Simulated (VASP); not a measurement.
Wanted: the native input for a VASP 6.6.1 run.

* Task: single point
* Functional: r2SCANh
* Potentials or basis: VASP PAW PBE potentials, release 64 (Pb_d, S)
* Cutoff: 520 eV
* k mesh: 4 × 4 × 4
* Occupations: fermi-dirac, width 0.05 eV
* Spin: no spin polarisation
* Dipole correction: no
* Grid for exact exchange (PRECFOCK): Normal
* Further INCAR settings: ALGO = Normal; EDIFF = 1e-06; NBANDS = 17
* Share of exact exchange: 0.1

Crystal: PbS.

```
CELL_PARAMETERS angstrom
4.08970 0.00000 0.00000
-2.04485 3.54178 0.00000
0.00000 0.00000 3.78817
ATOMIC_POSITIONS crystal
Pb 0.00000 0.00000 0.00000
S 0.66667 0.33333 0.50000
```

These files were run (other wordings do the same):

POSCAR

```
PbS
1.0
    4.0896976867      0.0000000000      0.0000000000
   -2.0448488433      3.5417820905      0.0000000000
    0.0000000000      0.0000000000      3.7881670000
Pb S
1 1
Direct
    0.0000000000      0.0000000000      0.0000000000
    0.6666666667      0.3333333333      0.5000000000
```

INCAR.step1

```
ALGO = Normal ; EDIFF = 1E-5
ENCUT = 520 ; GGA = PE
ISIF = 2 ; ISMEAR = -1
LASPH = True ; LREAL = False
LWAVE = True ; NBANDS = 17
NELM = 80 ; PREC = Accurate
SIGMA = 0.05
```

INCAR.step2

```
AEXX = 0.1 ; ALGO = Normal
EDIFF = 1E-6 ; ENCUT = 520
ISIF = 2 ; ISMEAR = -1
ISTART = 1 ; LASPH = True
LCHARG = True ; LELF = True
LHFCALC = True ; LMIXTAU = True
LREAL = False ; LVHAR = True
LWAVE = False ; METAGGA = R2SCAN
NBANDS = 17 ; NELM = 80
PREC = Accurate ; PRECFOCK = Normal
SIGMA = 0.05
```

KPOINTS

```
k-points
0
Gamma
  4 4 4
```

Potentials or basis: VASP PAW PBE potentials, release 64 (Pb_d, S).

Command:

```sh
$ cat potpaw_PBE.64/Pb_d/POTCAR potpaw_PBE.64/S/POTCAR > POTCAR
$ cp INCAR.step1 INCAR
$ mpirun -np 1 vasp_std > vasp.out
$ cp INCAR.step2 INCAR
$ mpirun -np 1 vasp_std > vasp.out
```

Results of the run:

- Pressure: -1.2 GPa
- Band gap on the k mesh: 0.79 eV (least direct gap 1.62 eV)

Caveat: the k points lie up to 0.44 Å⁻¹ apart; the PAW data sets were made with another functional, which shifts forces and pressure a little; spin-orbit coupling is left out, which moves the levels of the heavy elements.

Wall time 11 min on 1 thread of Intel Xeon 8259CL, on a shared host, peak memory 0.19 GiB.
